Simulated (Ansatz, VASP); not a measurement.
**Tl in VASP and in Ansatz**

```
Tl
1.0
    -2.01470    2.01470    2.01470
     2.01470   -2.01470    2.01470
     2.01470    2.01470   -2.01470
Tl
1
Direct
  0.00000 0.00000 0.00000
```

Alike in both runs: task single point; functional PBEsol; k mesh 16 × 16 × 16; occupations gaussian, width 0.1 eV; no spin polarisation.

```csv
,VASP,Ansatz
version,VASP 6.6.1,Ansatz 0.2.0
potentials or method,"VASP PAW PBE potentials, release 64 (Tl_d), cutoff 520 eV","scalar-relativistic, plane waves, PAW"
valence electrons in the cell,13,13
```

VASP gave:

- gap on the k mesh at the Fermi level (eV): none
- pressure (GPa): -3.5

Problem. What did Ansatz give for the same quantities?

Solution. gap on the k mesh at the Fermi level (eV): none; pressure (GPa): -3.4.

VASP's potentials were made for PBE, not for PBEsol. A gap of «none» marks a metal or a gap that the smearing closes.

Neither program's run includes spin-orbit coupling.
